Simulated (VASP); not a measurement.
A run of VASP 6.6.1:

File INCAR:

```
ALGO     = Normal         # electronic algorithm
EDIFF    = 1E-7           # SCF threshold, eV
ENCUT    = 520            # plane-wave cutoff, eV
GGA      = PS             # functional
ISIF     = 2              # what is computed and relaxed
ISMEAR   = -1             # smearing method
LASPH    = T              # aspherical terms in the spheres
LCHARG   = F              # write CHGCAR
LREAL    = F              # projectors in reciprocal space
LWAVE    = F              # write WAVECAR
NBANDS   = 14             # bands
NELM     = 100            # most SCF steps
PREC     = Accurate       # precision mode
SIGMA    = 0.05           # smearing width, eV
```

File KPOINTS:

```
k-points
0
Gamma
  8 8 8
```

File POSCAR:

```
TiAl
1.0
    3.2001180175      0.0000000000      0.0000000000
    0.0000000000      3.2001180175      0.0000000000
    0.0000000000      0.0000000000      3.2001180175
Ti Al
1 1
Direct
    0.0000000000      0.0000000000      0.0000000000
    0.5000000000      0.5000000000      0.5000000000
```

Potentials or basis: VASP PAW PBE potentials, release 64 (Ti_sv, Al).

Command:

```bash
$ cat potpaw_PBE.64/Ti_sv/POTCAR potpaw_PBE.64/Al/POTCAR > POTCAR
$ mpirun -np 1 vasp_std > vasp.out
```

Hardware: 1 thread of Intel(R) Xeon(R) 6975P-C (Granite Rapids), with other jobs on the host.

How long does it take, and how much memory?

Run time: 4.6 s on 1 thread of Intel(R) Xeon(R) 6975P-C (Granite Rapids), with other jobs on the host, peak memory 0.14 GiB. Counts: scf iterations 14, k points 35.
